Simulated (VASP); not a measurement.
Wanted: the native input for a VASP 6.6.1 run.

| Item | Value |
| --- | --- |
| Task | single point |
| Functional | PBEsol |
| Potentials or basis | VASP PAW PBE potentials, release 64 (Ta_pv, C) |
| Cutoff | 520 eV |
| k mesh | 18 × 18 × 10 |
| Occupations | gaussian, width 0.15 eV |
| Spin | no spin polarisation |
| Dipole correction | no |
| Further INCAR settings | ALGO = Normal; EDIFF = 1e-06; NBANDS = 20 |

The structure of Ta2C lies in POSCAR:

```
Ta2C
1.0
    3.5595958077      0.0000000000      0.0000000000
   -1.7797979039      3.0827003966      0.0000000000
    0.0000000000      0.0000000000      4.9210802832
Ta C
2 1
Direct
    0.3333333333      0.6666666667      0.2528761935
    0.6666666667      0.3333333333      0.7471238065
    0.0000000000      0.0000000000      0.0000000000
```

This cell differs from its parent crystal: strain +0.1500 x Voigt [1, 1, 0, 0, 0, 0].

One way to write it, as run:

INCAR

```
SYSTEM = Ta2C
ALGO = Normal
EDIFF = 1E-6
ENCUT = 520
GGA = PS
ISIF = 2
ISMEAR = 0
LASPH = .True.
LCHARG = .False.
LREAL = .False.
LWAVE = .False.
NBANDS = 20
NELM = 60
PREC = Accurate
SIGMA = 0.15
```

KPOINTS

```
k-points
0
Gamma
  18 18 10
  0 0 0
```

Potentials or basis: VASP PAW PBE potentials, release 64 (Ta_pv, C).

The run is started by

```console
$ cat potpaw_PBE.64/Ta_pv/POTCAR potpaw_PBE.64/C/POTCAR > POTCAR
$ mpirun -np 1 vasp_std > vasp.out
```

Results of the run:

```yaml
Pressure: -42.7 GPa
Largest_force: 1.400 eV/Å
Band_gap_on_the_k_mesh: zero (band 13 reaches 4.47 eV, above the bottom of band 14 at 3.76 eV)
```

Caveat: the cell differs from its parent crystal (strain +0.1500 x Voigt [1, 1, 0, 0, 0, 0]); the PAW data sets were made with another functional, which shifts forces and pressure a little; spin-orbit coupling is left out, which moves the levels of the heavy elements.

Run time: 8.7 min on 1 thread of Intel Xeon 8259CL, with other jobs on the host, peak memory 0.44 GiB.
